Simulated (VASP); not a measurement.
# Ba (P-1) in VASP: single point with PBE

Aim: the single point of Ba with PBE.

All numbers are computed with VASP 6.6.1; they aren't measurements. Logs are shortened: lines on timing, memory, paths and dates and some standing lists are left out, and cuts for length are marked.

## (1) The cell of the first run

The typed cell holds 1 atom: a = 4.282 Å, b = 4.302 Å, c = 3.854 Å, α = 88.61°, β = 90.78°, γ = 120.04°.

## (2) Single point, PBE (the cell strained at random)

INCAR reads:

```
SYSTEM = Ba
PREC = Accurate
ENCUT = 520
EDIFF = 1E-6
ISMEAR = 0
SIGMA = 0.1
LREAL = .FALSE.
LASPH = .TRUE.
NELM = 60
ALGO = Fast
ISIF = 2
LWAVE = .FALSE.
LCHARG = .TRUE.
GGA = PE
LELF = .TRUE.
LVHAR = .TRUE.
NBANDS = 11
```

KPOINTS reads:

```
Automatic mesh
0
G
  10 10 10
  0 0 0
```

POSCAR reads:

```
Ba
1.0
    4.2818635634     -0.0071141626     -0.0288878118
   -2.1470928273      3.7270316277      0.0517835758
   -0.0262198691      0.0391341330      3.8534989424
Ba
1
Direct
    0.0000000000      0.0000000000      0.0000000000
```

Potentials or basis: VASP PAW PBE potentials, release 64 (Ba_sv).

Launch:

```
$ cat potpaw_PBE.64/Ba_sv/POTCAR > POTCAR
$ mpirun -np 1 vasp_std > vasp.out
```

OUTCAR:

```text
SYSTEM = Ba
   PREC = Accurate
   ENCUT = 520
   EDIFF = 1E-6
   ISMEAR = 0
   LREAL = .FALSE.
   LASPH = .TRUE.
   NELM = 60
   ISIF = 2
   GGA = PE

 ion  position               nearest neighbor table
   1  0.000  0.000  0.000-

  LATTYP: Found a triclinic cell.
 ALAT       =     4.2890041104
 B/A-ratio  =     1.7284608638
 C/A-ratio  =     1.3626775054
 COS(alpha) =     0.0003295639
 COS(beta)  =     0.3773740916
 COS(gamma) =     0.8651789092

  Lattice vectors:

 A1 = (  -2.1347707361,  -3.7199174651,  -0.0228957640)
 A2 = (  -6.4166342995,  -3.7128033025,   0.0059920478)
 A3 = (   2.1733126964,  -3.7661657607,  -3.9052825182)

Analysis of symmetry for initial positions (statically):
=====================================================================
 Subroutine PRICEL returns:
 Original cell was already a primitive cell.

 Routine SETGRP: Setting up the symmetry group for a
 triclinic supercell.

 Subroutine GETGRP returns: Found  2 space group operations
 (whereof  2 operations were pure point group operations)
 out of a pool of  2 trial point group operations.

The static configuration has the point symmetry S_2 .

Analysis of symmetry for dynamics (positions and initial velocities):
=====================================================================
 Subroutine PRICEL returns:
 Original cell was already a primitive cell.

 Routine SETGRP: Setting up the symmetry group for a
 triclinic supercell.

 Subroutine GETGRP returns: Found  2 space group operations
 (whereof  2 operations were pure point group operations)
 out of a pool of  2 trial point group operations.

The dynamic configuration has the point symmetry S_2 .

 Subroutine INISYM returns: Found  2 space group operations
 (whereof  2 operations are pure point group operations),
 and found     1 'primitive' translations

----------------------------------------------------------------------------------------

                                     Primitive cell

  volume of cell :      61.4287

  direct lattice vectors                    reciprocal lattice vectors
     4.281863563 -0.007114163 -0.028887812     0.233768422  0.134667748  0.000222985
    -2.147092827  3.727031628  0.051783576     0.000427877  0.268594391 -0.002724794
    -0.026219869  0.039134133  3.853498942     0.001746699 -0.002599851  0.259542705

  length of vectors
     4.281966919  4.301564123  3.853786847     0.269783482  0.268608553  0.259561604

  position of ions in fractional coordinates (direct lattice)
     0.000000000  0.000000000  0.000000000

  ion indices of the primitive-cell ions
   primitive index   ion index
                 1           1

----------------------------------------------------------------------------------------

 KPOINTS: Automatic mesh

Automatic generation of k-mesh.
 Grid dimensions read from file:
 generate k-points for:   10   10   10

 Generating k-lattice:

  Cartesian coordinates                     Fractional coordinates (reciprocal lattice)
     0.023376842  0.013466775  0.000022298     0.100000000 -0.000000000 -0.000000000
     0.000042788  0.026859439 -0.000272479    -0.000000000  0.100000000  0.000000000
     0.000174670 -0.000259985  0.025954271     0.000000000  0.000000000  0.100000000

  Length of vectors
     0.026978348  0.026860855  0.025956160

  Shift w.r.t. Gamma in fractional coordinates (k-lattice)
     0.000000000  0.000000000  0.000000000

 Subroutine IBZKPT returns following result:
 ===========================================

 Found    504 irreducible k-points:

 Following reciprocal coordinates:
            Coordinates               Weight
  0.000000  0.000000  0.000000      1.000000
  0.100000  0.000000 -0.000000      2.000000
  0.200000  0.000000 -0.000000      2.000000
  0.300000  0.000000 -0.000000      2.000000
  0.400000  0.000000 -0.000000      2.000000
  0.500000  0.000000 -0.000000      1.000000
[... 16 lines left out ...]
 -0.400000  0.200000  0.000000      2.000000
 -0.300000  0.200000  0.000000      2.000000
 [... further k-points ...]
   k-points           NKPTS =    504   k-points in BZ     NKDIM =    504   number of bands    NBANDS=     11
   number of dos      NEDOS =    301   number of ions     NIONS =      1
   total plane-waves  NPLWV =  30720
   dimension x,y,z NGX =    32 NGY =   32 NGZ =   30
   dimension x,y,z NGXF=    64 NGYF=   64 NGZF=   60
   ions per type =               1
   NGX,Y,Z   is equivalent  to a cutoff of  12.42, 12.37, 12.94 a.u.
   NGXF,Y,Z  is equivalent  to a cutoff of  24.85, 24.73, 25.88 a.u.
 SYSTEM =  Ba
   PREC   = accura    normal or accurate (medium, high low for compatibility)
   ISTART =      0    job   : 0-new  1-cont  2-samecut
   ICHARG =      2    charge: 1-file 2-atom 10-const
   ISPIN  =      1    spin polarized calculation?
   LNONCOLLINEAR =      F non collinear calculations
   LSORBIT =      F    spin-orbit coupling
   LASPH  =      T    aspherical Exc in radial PAW
   ENCUT  =  520.0 eV  38.22 Ry    6.18 a.u.   7.96  8.00  7.17*2*pi/ulx,y,z
   NELM   =     60;   NELMIN=  2; NELMDL= -5     # of ELM steps
   EDIFF  = 0.1E-05   stopping-criterion for ELM
   LREAL  =      F    real-space projection
   EDIFFG = 0.1E-04   stopping-criterion for IOM
   NSW    =      0    number of steps for IOM
   IBRION =     -1    ionic relax: 0-MD 1-quasi-New 2-CG
   NFREE  =      0    steps in history (QN), initial steepest desc. (CG)
   ISIF   =      2    stress and relaxation
   ISYM   =      2    0-nonsym 1-usesym 2-fastsym
   POTIM  = 0.5000    time-step for ionic-motion
   TEBEG  =    0.0;   TEEND  =   0.0 temperature during run
   PSTRESS=    0.0 pullay stress
   NELECT =      10.0000    total number of electrons
   NUPDOWN=      -1.0000    fix difference up-down
   EMIN   =  10.00;   EMAX   =-10.00  energy-range for DOS
   EFERMI =   0.00;   METHOD = LEGACY
   ISMEAR =     0;   SIGMA  =   0.10  broadening in eV -4-tet -1-fermi 0-gaus
   EFERMI_NEDOS =   21; number of points for ismear=-14 and -15
   IALGO  =     68    algorithm
   IMIX   =      4    mixing-type and parameters
     AMIX     =   0.40;   BMIX     =  1.00
     AMIX_MAG =   1.60;   BMIX_MAG =  1.00
  volume/ion in A,a.u.               =      61.43       414.54
  Fermi-wavevector in a.u.,A,eV,Ry     =   0.893891  1.689209 10.871608  0.799041
  Thomas-Fermi vector in A             =   2.016026
   LORBIT       =      0    0 simple, 1 ext, 2 COOP (PROOUT), +10 PAW based schemes
   GGA     = PE    functional components
   LHFCALC =     F    Hartree Fock is set to
   AEXX    =    0.0000 exact exchange contribution
   IVDW    =     0    specifies the selected vdW correction
   LEPSILON=     F    determine dielectric tensor
   LRPA    =     F    only Hartree local field effects (RPA)
 non-spin polarized calculation
 RMM-DIIS sequential band-by-band and
 Gauss-broadening in eV      SIGMA  =   0.10
  energy-cutoff  :      520.00
  volume of cell :       61.43
 maximum number of plane-waves:      1670
   NGX = 15   NGY = 15   NGZ = 15

 number of electron      10.0000000 magnetization

 Free energy of the ion-electron system (eV)
  ---------------------------------------------------
  ext. energy  EPLUGINS =         0.00000000
  ---------------------------------------------------
  free energy    TOTEN  =        -1.72794569 eV

  energy without entropy =       -1.72348850  energy(sigma->0) =       -1.72571710

 E-fermi :   1.7878     XC(G=0):  -7.4809

 val. band max:        1.7828398696   @ k =  -0.4000   0.5000   0.3000
 cond. band min:       1.7902019895   @ k =   0.4000   0.0000   0.3000
 fundamental gap:      0.0073621199
 Fermi energy:         1.7877643875

 k-point     1 :       0.0000    0.0000    0.0000
  band No.  band energies     occupation
      1     -27.3406      2.00000
      2     -12.2600      2.00000
      3     -12.2566      2.00000
      4     -12.1269      2.00000
      5      -0.9659      2.00000
      6       1.8409      0.45251
      7       3.4103      0.00000
      8       3.4680      0.00000
      9       6.7128      0.00000
     10       6.7314      0.00000
     11       7.8147      0.00000

 k-point     2 :       0.1000    0.0000   -0.0000
  band No.  band energies     occupation
      1     -27.3363      2.00000
      2     -12.3094      2.00000
      3     -12.2717      2.00000
      4     -12.1217      2.00000
      5      -0.7919      2.00000
      6       1.9128      0.07709
      7       3.1942      0.00000
      8       3.5870      0.00000
      9       6.4069      0.00000
     10       6.6674      0.00000
     11       8.3530      0.00000

 k-point     3 :       0.2000    0.0000   -0.0000
  band No.  band energies     occupation
      1     -27.3251      2.00000
      2     -12.4434      2.00000
      3     -12.3024      2.00000
      4     -12.1082      2.00000
      5      -0.3246      2.00000
      6       2.0759      0.00005
      7       2.7161      0.00000
      8       4.0966      0.00000
      9       5.8057      0.00000
     10       6.5534      0.00000
     11       9.1985      0.00000

 k-point     4 :       0.3000    0.0000   -0.0000
  band No.  band energies     occupation
      1     -27.3112      2.00000
      2     -12.6020      2.00000
      3     -12.3399      2.00000
      4     -12.0914      2.00000
      5       0.2664      2.00000
      6       2.0422      0.00032
      7       2.6229      0.00000
      8       4.8963      0.00000
      9       5.2758      0.00000
     10       6.4218      0.00000
     11       8.2922      0.00000
[... 239 lines left out ...]
 k-point    22 :       0.5000    0.2000   -0.0000
  band No.  band energies     occupation
      1     -27.2957      2.00000
      2     -12.6915      2.00000
      3     -12.4667      2.00000
      4     -12.0729      2.00000
      5       1.2302      2.00000
      6       2.0053      0.00209
      7       2.5133      0.00000
      8       5.0473      0.00000
      9       5.8731      0.00000
     10       6.0450      0.00000
     11       7.2970      0.00000

 k-point    23 :      -0.4000    0.2000    0.0000
  band No.  band energies     occupation
      1     -27.3049      2.00000
      2     -12.6292      2.00000
      3     -12.4029      2.00000
      4     -12.0839      2.00000
      5       0.6827      2.00000
      6       2.0861      0.00002
      7       2.4085      0.00000
      8       5.2033      0.00000
      9       5.3562      0.00000
     10       6.1333      0.00000
     11       7.9716      0.00000

 k-point    24 :      -0.3000    0.2000    0.0000
  band No.  band energies     occupation
      1     -27.3162      2.00000
      2     -12.5369      2.00000
      3     -12.3366      2.00000
      4     -12.0976      2.00000
      5       0.0834      2.00000
      6       2.1702      0.00000
      7       2.4500      0.00000
      8       4.6213      0.00000
      9       5.4783      0.00000
     10       6.4135      0.00000
     11       8.6102      0.00000

 [... further k-points ...]
[... 5 lines left out ...]
  --------------------------------------------------------------------------------------
  -------------------------------------------------------------------------------------
  Total       -0.0837284     -0.1100624      0.4018285      0.0100687      0.0275821     -0.0184198
  in kB       -2.1837972     -2.8706370     10.4804559      0.2626109      0.7193944     -0.4804223
  external PRESSURE =       1.8086739 kB  Pullay stress =       0.0000000 kB

 VOLUME and BASIS-vectors are now :
 -----------------------------------------------------------------------------
  energy-cutoff  :      520.00
  volume of cell :       61.43
      direct lattice vectors                 reciprocal lattice vectors
     4.281863563 -0.007114163 -0.028887812     0.233768422  0.134667748  0.000222985
    -2.147092827  3.727031628  0.051783576     0.000427877  0.268594391 -0.002724794
    -0.026219869  0.039134133  3.853498942     0.001746699 -0.002599851  0.259542705

 POSITION                                       TOTAL-FORCE (eV/Angst)
 -----------------------------------------------------------------------------------
      0.00000      0.00000      0.00000         0.000000      0.000000      0.000000
 -----------------------------------------------------------------------------------
    total drift:                               -0.000000      0.000000     -0.000000

  FREE ENERGIE OF THE ION-ELECTRON SYSTEM (eV)
  ---------------------------------------------------
  free  energy   TOTEN  =        -1.7279456941 eV

  energy  without entropy=       -1.7234884965  energy(sigma->0) =       -1.72571710
```

Wall time 5.2 min (1 thread of Intel Xeon 8259CL, shared host); peak memory 0.44 GiB.

What came out:

```yaml
Free_energy: -1.7279 eV
Pressure: 0.2 GPa
Band_gap_on_the_k_mesh: zero (bands 5 and 6 overlap by 0.42 eV)
```

Levels at points of the mesh, in eV from the Fermi level:
```csv
k point,band 2,band 3,band 4,band 5,band 6,band 7,band 8,band 9
"(0.00, 0.00, 0.00)",-14.05,-14.04,-13.91,-2.75,0.05,1.62,1.68,4.93
"(0.50, 0.00, 0.00)",-14.56,-14.17,-13.86,-1.00,0.36,0.99,3.02,4.50
"(0.00, 0.50, 0.00)",-14.55,-14.16,-13.86,-1.01,0.35,0.96,3.03,4.53
"(0.50, 0.50, 0.00)",-14.56,-14.16,-13.86,-1.00,0.35,0.97,3.03,4.52
"(0.00, 0.00, 0.50)",-14.77,-13.96,-13.96,-0.78,0.74,2.25,2.30,2.52
"(0.50, 0.00, 0.50)",-14.67,-14.43,-14.08,-0.93,0.24,1.72,3.43,3.77
"(0.00, 0.50, 0.50)",-14.67,-14.43,-14.07,-0.93,0.25,1.75,3.39,3.76
"(0.50, 0.50, 0.50)",-14.67,-14.43,-14.07,-0.93,0.25,1.74,3.39,3.78
```

Caveat: the cell differs from its parent crystal (the cell strained at random); spin-orbit coupling is left out, which moves the levels of the heavy elements.
